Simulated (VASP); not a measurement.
Wanted: the native input for a VASP 6.6.1 run.

| Quantity | Value |
| --- | --- |
| Task | single point |
| Functional | PBE |
| Potentials or basis | VASP PAW PBE potentials, release 64 (C, Cl, H) |
| Cutoff | 520 eV |
| k mesh | 1 × 1 × 1 |
| Occupations | fermi-dirac, width 0.05 eV |
| Spin | no spin polarisation |
| Dipole correction | no |
| Further INCAR settings | LREAL = Auto; ALGO = Normal; EDIFF = 1e-06; NBANDS = 82 |

The structure of H3CCl lies in POSCAR:

```
H3CCl
1.0
    9.0287150000      0.0000000000      0.0000000000
    0.0000000000      9.0287150000      0.0000000000
    0.0000000000      0.0000000000      9.0287150000
C Cl H
8 8 24
Direct
    0.3881504732      0.3998907929      0.4023163872
    1.0534500203      0.7212543535      0.6195012247
    0.0751380457      0.2456606505      0.6802296894
    0.6226024412      0.5089207047      0.7694782702
    0.3468821421      0.9004714403      0.9951249984
    0.9083684666      0.2722868094      0.2815904589
    0.6009160772      0.9765398509      0.4422334740
    0.7862691424      0.8542965416      0.0701539477
    0.5585733961      0.4916978773      0.3471258092
    0.9719987839      0.6485086748      0.4569199493
    0.1561351754      0.0911093107      0.5923988076
    0.5648312080      0.4906789061      0.9662393818
    0.2888450904      0.8659814824      1.1897263343
    1.0541699456      0.3440910473      0.1613518646
    0.6221815618      0.9317494239      0.6328586072
    0.8551604520      1.0266577248     -0.0016945933
    0.3794116882      0.2789655006      0.3870539717
    0.3666302458      0.4402730621      0.5128193768
    0.2951250538      0.4414138668      0.3335801385
    1.1040109251      0.8246577725      0.5821980204
    0.9716886622      0.7526209433      0.7054713766
    1.1351338480      0.6330468954      0.6356829294
    0.1204601098      0.2533583129      0.8000474043
    0.0928703586      0.3474691581      0.6203872866
   -0.0460087620      0.2231657550      0.6996676714
    0.6055679020      0.3978750021      0.7244774035
    0.5363110919      0.5869052241      0.7285200607
    0.7371037850      0.5476526837      0.7617141531
    0.3691776737      1.0193034114      0.9884130798
    0.4419122766      0.8298412343      0.9904288706
    0.2486732608      0.8633122211      0.9290912383
    0.9000505609      0.1591920888      0.2599373222
    0.9399122688      0.2957452971      0.3960364238
    0.8200502508      0.3430610004      0.2531700247
    0.5014224062      0.9252479450      0.3975316532
    0.5918228674      1.0957373225      0.4431970662
    0.7135566911      0.9549753204      0.3910190985
    0.6777044131      0.8042672739      0.0245992924
    0.8786521670      0.7696554825      0.0597870240
    0.7703421805      0.8658596489      0.1894732528
```

The input as run:

INCAR

```
PREC = Accurate ; ENCUT = 520
EDIFF = 1E-6 ; ISMEAR = -1
SIGMA = 0.05 ; LREAL = Auto
LASPH = True ; NELM = 80
ALGO = Normal ; ISIF = 2
LWAVE = False ; LCHARG = False
GGA = PE ; NBANDS = 82
```

KPOINTS

```
Automatic mesh
0
Gamma
  1 1 1
```

Potentials or basis: VASP PAW PBE potentials, release 64 (C, Cl, H).

Launch:

```console
$ cat potpaw_PBE.64/C/POTCAR potpaw_PBE.64/Cl/POTCAR potpaw_PBE.64/H/POTCAR > POTCAR
$ mpirun -np 1 vasp_gam > vasp.out
```

It gave:

The pressure is -0.4 GPa, the largest force is 2.967 eV/Å and the band gap on the k mesh is 5.31 eV.

Caveat: the k points lie up to 0.70 Å⁻¹ apart.

Wall time 95 s on 1 thread of AMD EPYC 7R13 Processor (Zen 3), with other jobs on the host, peak memory 0.63 GiB.
